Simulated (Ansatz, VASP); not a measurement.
InP: VASP beside Ansatz

```
In P
1.0
     0.00000    2.79297    2.79297
     2.79297    0.00000    2.79297
     2.79297    2.79297    0.00000
In P
1 1
Direct
  0.00000 0.00000 0.00000
  0.50000 0.50000 0.50000
```

Alike in both runs: task single point; functional LDA; k mesh 8 × 8 × 8; occupations gaussian, width 0.05 eV; no spin polarisation.

|  | VASP | Ansatz |
| --- | --- | --- |
| version | VASP 6.6.1 | Ansatz 0.2.0 |
| potentials or method | VASP PAW LDA potentials, release 64 (In_d, P), cutoff 500 eV | scalar-relativistic, plane waves, PAW |
| valence electrons in the cell | 18 | 18 |

|  | VASP | Ansatz | Ansatz less VASP |
| --- | --- | --- | --- |
| gap on the k mesh at the Fermi level (eV) | none | none | - |
| pressure (GPa) | -6.6 | -6.7 | -0.03 |

LDA's correlation is that of Perdew and Zunger in VASP and of Perdew and Wang (1992) in Ansatz. A gap of «none» marks a metal or a gap that the smearing closes.
